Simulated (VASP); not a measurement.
# TePt (P6_3/mmc) in VASP: notebook

TePt is run at these levels: LDA; tasks: single point.

Program: VASP 6.6.1. These are calculated values, not measurements. Logs are shortened: lines on timing, memory, paths and dates and some standing lists are left out, and cuts for length are marked.

## Step 1: The cell of the first run

The structure is hexagonal, space group P6_3/mmc (No. 194). Conventional cell: a = 4.083 Å, b = 4.083 Å, c = 5.353 Å, α = 90.00°, β = 90.00°, γ = 120.00°. Te (site symmetry -6m2) has 6 Pt at 2.71 Å and 6 Te at 3.57 Å within 3.6 Å. Within 3.5 Å of Pt (site symmetry -3m) lie 2 Pt at 2.68 Å and 6 Te at 2.71 Å.

## Step 2: Single point, LDA, collinear spin (19.32 Å³/atom)

The input, INCAR:

```
SYSTEM = TePt
  PREC = Accurate
  ENCUT = 520
  EDIFF = 1E-7
  ISMEAR = 0
  SIGMA = 0.15
  LREAL = .FALSE.
  LASPH = .TRUE.
  NELM = 150
  ALGO = Normal
  ISIF = 2
  LWAVE = .FALSE.
  LCHARG = .TRUE.
  ISPIN = 2
  MAGMOM = 0 0 0.5 0.5
  LORBIT = 11
  NUPDOWN = 1.0
  LMAXMIX = 4
  LELF = .TRUE.
  LVHAR = .TRUE.
  NBANDS = 28
```

The input, KPOINTS:

```
regular mesh
0
G
  12 12 8
  0 0 0
```

The input, POSCAR:

```
TePt
1.0
    4.0832422724      0.0000000000      0.0000000000
   -2.0416211362      3.5361915377      0.0000000000
    0.0000000000      0.0000000000      5.3532323131
Te Pt
2 2
Direct
    0.3333333333      0.6666666667      0.2500000000
    0.6666666667      0.3333333333      0.7500000000
    0.0000000000      0.0000000000      0.0000000000
    0.0000000000      0.0000000000      0.5000000000
```

Potentials or basis: VASP PAW LDA potentials, release 64 (Te, Pt).

On the command line:

```
> cat potpaw_LDA.64/Te/POTCAR potpaw_LDA.64/Pt/POTCAR > POTCAR
> mpirun -np 1 vasp_std > vasp.out
```

OUTCAR:

```text
SYSTEM = TePt
   PREC = Accurate
   ENCUT = 520
   EDIFF = 1E-7
   ISMEAR = 0
   LREAL = .FALSE.
   LASPH = .TRUE.
   NELM = 150
   ISIF = 2
   ISPIN = 2
   LORBIT = 11
   NUPDOWN = 1.0

 ion  position               nearest neighbor table
   1  0.333  0.667  0.250-   3 2.71   4 2.71   3 2.71   4 2.71   3 2.71   4 2.71   2 3.57   2 3.57
                             2 3.57   2 3.57   2 3.57   2 3.57
   2  0.667  0.333  0.750-   3 2.71   4 2.71   3 2.71   4 2.71   3 2.71   4 2.71   1 3.57   1 3.57
                             1 3.57   1 3.57   1 3.57   1 3.57
   3  0.000  0.000  0.000-   4 2.68   4 2.68   1 2.71   2 2.71   1 2.71   2 2.71   2 2.71   1 2.71

   4  0.000  0.000  0.500-   3 2.68   3 2.68   1 2.71   2 2.71   1 2.71   2 2.71   2 2.71   1 2.71

  LATTYP: Found a hexagonal cell.
 ALAT       =     4.0832422724
 C/A-ratio  =     1.3110249052

  Lattice vectors:

 A1 = (   4.0832422724,   0.0000000000,   0.0000000000)
 A2 = (  -2.0416211362,   3.5361915377,   0.0000000000)
 A3 = (   0.0000000000,   0.0000000000,   5.3532323131)

Analysis of symmetry for initial positions (statically):
=====================================================================
 Subroutine PRICEL returns:
 Original cell was already a primitive cell.

 Routine SETGRP: Setting up the symmetry group for a
 hexagonal supercell.

 Subroutine GETGRP returns: Found 24 space group operations
 (whereof 12 operations were pure point group operations)
 out of a pool of 24 trial point group operations.

The static configuration has the point symmetry D_3d.
 The point group associated with its full space group is D_6h.

Analysis of symmetry for dynamics (positions and initial velocities):
=====================================================================
 Subroutine PRICEL returns:
 Original cell was already a primitive cell.

 Routine SETGRP: Setting up the symmetry group for a
 hexagonal supercell.

 Subroutine GETGRP returns: Found 24 space group operations
 (whereof 12 operations were pure point group operations)
 out of a pool of 24 trial point group operations.

The dynamic configuration has the point symmetry D_3d.
 The point group associated with its full space group is D_6h.

Analysis of structural, dynamic, and magnetic symmetry:
=====================================================================
 Subroutine PRICEL returns:
 Original cell was already a primitive cell.

 Routine SETGRP: Setting up the symmetry group for a
 hexagonal supercell.

 Subroutine GETGRP returns: Found 24 space group operations
 (whereof 12 operations were pure point group operations)
 out of a pool of 24 trial point group operations.

The overall configuration has the point symmetry D_3d.
 The point group associated with its full space group is D_6h.

 Subroutine INISYM returns: Found 24 space group operations
 (whereof 12 operations are pure point group operations),
 and found     1 'primitive' translations

----------------------------------------------------------------------------------------

                                     Primitive cell

  volume of cell :      77.2960

  direct lattice vectors                    reciprocal lattice vectors
     4.083242272  0.000000000  0.000000000     0.244903421  0.141395056  0.000000000
    -2.041621136  3.536191538  0.000000000     0.000000000  0.282790112  0.000000000
     0.000000000  0.000000000  5.353232313     0.000000000  0.000000000  0.186803027

  length of vectors
     4.083242272  4.083242272  5.353232313     0.282790112  0.282790112  0.186803027

  position of ions in fractional coordinates (direct lattice)
     0.333333333  0.666666667  0.250000000
     0.666666667  0.333333333  0.750000000
     0.000000000  0.000000000  0.000000000
     0.000000000  0.000000000  0.500000000

  ion indices of the primitive-cell ions
   primitive index   ion index
                 1           1
                 2           2
                 3           3
                 4           4

----------------------------------------------------------------------------------------

 KPOINTS: regular mesh

Automatic generation of k-mesh.
 Grid dimensions read from file:
 generate k-points for:   12   12    8

 Generating k-lattice:

  Cartesian coordinates                     Fractional coordinates (reciprocal lattice)
     0.020408618  0.011782921  0.000000000     0.083333333 -0.000000000  0.000000000
     0.000000000  0.023565843  0.000000000     0.000000000  0.083333333  0.000000000
     0.000000000  0.000000000  0.023350378     0.000000000  0.000000000  0.125000000

  Length of vectors
     0.023565843  0.023565843  0.023350378

  Shift w.r.t. Gamma in fractional coordinates (k-lattice)
     0.000000000  0.000000000  0.000000000

 Subroutine IBZKPT returns following result:
 ===========================================

 Found     95 irreducible k-points:

 Following reciprocal coordinates:
            Coordinates               Weight
  0.000000  0.000000  0.000000      1.000000
  0.083333  0.000000  0.000000      6.000000
  0.166667  0.000000  0.000000      6.000000
  0.250000 -0.000000  0.000000      6.000000
  0.333333 -0.000000  0.000000      6.000000
  0.416667 -0.000000  0.000000      6.000000
[... 16 lines left out ...]
  0.250000 -0.000000  0.125000     12.000000
  0.333333 -0.000000  0.125000     12.000000
 [... further k-points ...]
   k-points           NKPTS =     95   k-points in BZ     NKDIM =     95   number of bands    NBANDS=     28
   number of dos      NEDOS =    301   number of ions     NIONS =      4
   total plane-waves  NPLWV =  36000
   dimension x,y,z NGX =    30 NGY =   30 NGZ =   40
   dimension x,y,z NGXF=    60 NGYF=   60 NGZF=   80
   ions per type =               2   2
   NGX,Y,Z   is equivalent  to a cutoff of  12.21, 12.21, 12.42 a.u.
   NGXF,Y,Z  is equivalent  to a cutoff of  24.43, 24.43, 24.84 a.u.
 SYSTEM =  TePt
   PREC   = accura    normal or accurate (medium, high low for compatibility)
   ISTART =      0    job   : 0-new  1-cont  2-samecut
   ICHARG =      2    charge: 1-file 2-atom 10-const
   ISPIN  =      2    spin polarized calculation?
   LNONCOLLINEAR =      F non collinear calculations
   LSORBIT =      F    spin-orbit coupling
   LASPH  =      T    aspherical Exc in radial PAW
   ENCUT  =  520.0 eV  38.22 Ry    6.18 a.u.   7.59  7.59  9.95*2*pi/ulx,y,z
   NELM   =    150;   NELMIN=  2; NELMDL= -5     # of ELM steps
   EDIFF  = 0.1E-06   stopping-criterion for ELM
   LREAL  =      F    real-space projection
   EDIFFG = 0.1E-05   stopping-criterion for IOM
   NSW    =      0    number of steps for IOM
   IBRION =     -1    ionic relax: 0-MD 1-quasi-New 2-CG
   NFREE  =      0    steps in history (QN), initial steepest desc. (CG)
   ISIF   =      2    stress and relaxation
   ISYM   =      2    0-nonsym 1-usesym 2-fastsym
   POTIM  = 0.5000    time-step for ionic-motion
   TEBEG  =    0.0;   TEEND  =   0.0 temperature during run
   PSTRESS=    0.0 pullay stress
   NELECT =      32.0000    total number of electrons
   NUPDOWN=       1.0000    fix difference up-down
   EMIN   =  10.00;   EMAX   =-10.00  energy-range for DOS
   EFERMI =   0.00;   METHOD = LEGACY
   ISMEAR =     0;   SIGMA  =   0.15  broadening in eV -4-tet -1-fermi 0-gaus
   EFERMI_NEDOS =   21; number of points for ismear=-14 and -15
   IALGO  =     38    algorithm
   IMIX   =      4    mixing-type and parameters
     AMIX     =   0.40;   BMIX     =  1.00
     AMIX_MAG =   1.60;   BMIX_MAG =  1.00
  volume/ion in A,a.u.               =      19.32       130.40
  Fermi-wavevector in a.u.,A,eV,Ry     =   1.220129  2.305710 20.255201  1.488715
  Thomas-Fermi vector in A             =   2.355357
   LORBIT       =     11    0 simple, 1 ext, 2 COOP (PROOUT), +10 PAW based schemes
   GGA     = CA    functional components
   LHFCALC =     F    Hartree Fock is set to
   AEXX    =    0.0000 exact exchange contribution
   IVDW    =     0    specifies the selected vdW correction
   LEPSILON=     F    determine dielectric tensor
   LRPA    =     F    only Hartree local field effects (RPA)
 spin polarized calculation
 Gauss-broadening in eV      SIGMA  =   0.15
  energy-cutoff  :      520.00
  volume of cell :       77.30
 maximum number of plane-waves:      2105
   NGX = 15   NGY = 15   NGZ = 19

 number of electron      32.0000003 magnetization       1.0000000

 Free energy of the ion-electron system (eV)
  ---------------------------------------------------
  ext. energy  EPLUGINS =         0.00000000
  ---------------------------------------------------
  free energy    TOTEN  =       -22.98155188 eV

  energy without entropy =      -22.95939362  energy(sigma->0) =      -22.97047275

 E-fermi :  10.9119     XC(G=0): -11.9388

 val. band max:       11.7889428797   @ k =   0.0833   0.0833   0.3750
 cond. band min:      10.9131193287   @ k =   0.1667   0.0833   0.2500
 fundamental gap:     -0.8758235510
 Fermi energy:        11.7891479081

 spin component 1

 k-point     1 :       0.0000    0.0000    0.0000
  band No.  band energies     occupation
      1      -3.8071      1.00000
      2      -0.4420      1.00000
      3       3.0905      1.00000
      4       4.1793      1.00000
      5       4.1793      1.00000
      6       4.7245      1.00000
[... 20 lines left out ...]
     27      21.1186      0.00000
     28      21.3682      0.00000

 k-point     2 :       0.0833    0.0000    0.0000
  band No.  band energies     occupation
      1      -3.7273      1.00000
      2      -0.5064      1.00000
      3       3.1934      1.00000
      4       4.2075      1.00000
      5       4.3034      1.00000
      6       4.6911      1.00000
[... 20 lines left out ...]
     27      21.1635      0.00000
     28      21.8134      0.00000

 k-point     3 :       0.1667    0.0000    0.0000
  band No.  band energies     occupation
      1      -3.4932      1.00000
      2      -0.6739      1.00000
      3       3.4962      1.00000
      4       4.2797      1.00000
      5       4.5414      1.00000
      6       4.6444      1.00000
[... 616 lines left out ...]
      3       3.8324      1.00000
      4       4.2320      1.00000
      5       4.4262      1.00000
      6       5.3261      1.00000
[... 20 lines left out ...]
     27      22.3451      0.00000
     28      22.4926      0.00000

 k-point    24 :       0.3333   -0.0000    0.1250
  band No.  band energies     occupation
      1      -2.5973      1.00000
      2      -1.1833      1.00000
      3       3.4469      1.00000
      4       4.3044      1.00000
      5       4.4707      1.00000
      6       5.2123      1.00000
[... 20 lines left out ...]
     27      22.3291      0.00000
     28      22.5117      0.00000

 [... further k-points ...]

 spin component 2

 k-point     1 :       0.0000    0.0000    0.0000
  band No.  band energies     occupation
      1      -3.6785      1.00000
      2      -0.3087      1.00000
      3       3.2227      1.00000
      4       4.3182      1.00000
      5       4.3182      1.00000
      6       4.8585      1.00000
[... 20 lines left out ...]
     27      21.2518      0.00000
     28      21.4971      0.00000

 k-point     2 :       0.0833    0.0000    0.0000
  band No.  band energies     occupation
      1      -3.5986      1.00000
      2      -0.3726      1.00000
      3       3.3257      1.00000
      4       4.3464      1.00000
      5       4.4412      1.00000
      6       4.8246      1.00000
[... 20 lines left out ...]
     27      21.2903      0.00000
     28      21.9412      0.00000

 k-point     3 :       0.1667    0.0000    0.0000
  band No.  band energies     occupation
      1      -3.3641      1.00000
      2      -0.5392      1.00000
      3       3.6287      1.00000
      4       4.4184      1.00000
      5       4.6720      1.00000
      6       4.7790      1.00000
[... 616 lines left out ...]
      3       3.9637      1.00000
      4       4.3571      1.00000
      5       4.5641      1.00000
      6       5.4511      1.00000
[... 20 lines left out ...]
     27      22.4568      0.00000
     28      22.6133      0.00000

 k-point    24 :       0.3333   -0.0000    0.1250
  band No.  band energies     occupation
      1      -2.4660      1.00000
      2      -1.0473      1.00000
      3       3.5658      1.00000
      4       4.4361      1.00000
      5       4.6068      1.00000
      6       5.3408      1.00000
[... 20 lines left out ...]
     27      22.4367      0.00000
     28      22.6325      0.00000

 [... further k-points ...]
[... 5 lines left out ...]
  --------------------------------------------------------------------------------------
  -------------------------------------------------------------------------------------
  Total        7.4920151      7.4920151      7.9815626      0.0000000     -0.0000000     -0.0000000
  in kB      155.2931170    155.2931170    165.4403686      0.0000000     -0.0000000     -0.0000000
  external PRESSURE =     158.6755342 kB  Pullay stress =       0.0000000 kB

 VOLUME and BASIS-vectors are now :
 -----------------------------------------------------------------------------
  energy-cutoff  :      520.00
  volume of cell :       77.30
      direct lattice vectors                 reciprocal lattice vectors
     4.083242272  0.000000000  0.000000000     0.244903421  0.141395056  0.000000000
    -2.041621136  3.536191538  0.000000000     0.000000000  0.282790112  0.000000000
     0.000000000  0.000000000  5.353232313     0.000000000  0.000000000  0.186803027

 POSITION                                       TOTAL-FORCE (eV/Angst)
 -----------------------------------------------------------------------------------
     -0.00000      2.35746      1.33831         0.000000      0.000000      0.000000
      2.04162      1.17873      4.01492        -0.000000      0.000000      0.000000
      0.00000      0.00000      0.00000        -0.000000      0.000000      0.000000
      0.00000      0.00000      2.67662        -0.000000      0.000000      0.000000
 -----------------------------------------------------------------------------------
    total drift:                               -0.000000      0.000000     -0.000000

  FREE ENERGIE OF THE ION-ELECTRON SYSTEM (eV)
  ---------------------------------------------------
  free  energy   TOTEN  =       -22.9815518751 eV

  energy  without entropy=      -22.9593936206  energy(sigma->0) =      -22.97047275

 total charge

# of ion       s       p       d       tot
------------------------------------------
    1        1.414   1.852   0.136   3.403
    2        1.414   1.852   0.136   3.403
    3        0.677   0.626   8.296   9.599
    4        0.677   0.626   8.296   9.599
--------------------------------------------------
tot          4.183   4.956  16.864  26.003

 magnetization (x)

# of ion       s       p       d       tot
------------------------------------------
    1        0.028   0.115   0.009   0.151
    2        0.028   0.115   0.009   0.151
    3        0.012   0.036   0.200   0.248
    4        0.012   0.036   0.200   0.248
--------------------------------------------------
tot          0.080   0.300   0.417   0.798
```

Wall time 7.3 min (1 thread of Intel Xeon Platinum 8259CL at 2.50GHz (Skylake/Cascade Lake), shared host); peak memory 0.38 GiB.

What came out:

```yaml
Free_energy: -22.9816 eV
Pressure: 15.9 GPa
Net_moment: 1.00 μB per cell
Site_moments: Te +0.15; Pt +0.25 μB
Valence_electrons_inside_the_program's_atomic_spheres: Te 3.40; Pt 9.60
```

Stress tensor (GPa, compression positive):
```
15.53  0.00  0.00
 0.00 15.53  0.00
 0.00  0.00 16.54
```

Caveat: the cell stands under pressure; spin-orbit coupling is left out, which moves the levels of the heavy elements; the total moment is fixed, so each spin has its own Fermi level and the state may be an excited one.

(Continued in part 2 of 2.)
